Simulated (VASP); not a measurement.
A run of VASP 6.6.1 is set up as follows.

File INCAR:

```
PREC = Accurate
ENCUT = 520
EDIFF = 1E-6
ISMEAR = -1
SIGMA = 0.02
LREAL = F
LASPH = T
NELM = 80
ALGO = Normal
ISIF = 2
LWAVE = F
LCHARG = F
GGA = PE
NBANDS = 16
```

Contents of KPOINTS:

```
Automatic mesh
0
Gamma
  8 8 8
```

Contents of POSCAR:

```
ZnSe
1.0
    0.0000000000      2.9740417191      2.6590364151
    2.9740417191      0.0000000000      2.6590364151
    2.9740417191      2.9740417191      0.0000000000
Zn Se
1 1
Direct
    0.0000000000      0.0000000000      0.0000000000
    0.2500000000      0.2500000000      0.2500000000
```

Potentials or basis: VASP PAW PBE potentials, release 64 (Zn, Se).

Launch:

```sh
$ cat potpaw_PBE.64/Zn/POTCAR potpaw_PBE.64/Se/POTCAR > POTCAR
$ mpirun -np 1 vasp_std > vasp.out
```

(1) What does it give for the pressure?

(2) What does it give for the band gap on the k mesh?

Results:

(1) 0.0 GPa.

(2) 0.91 eV, direct.

Caveat: the cell differs from its parent crystal (epitaxial xy strain +5.0%).
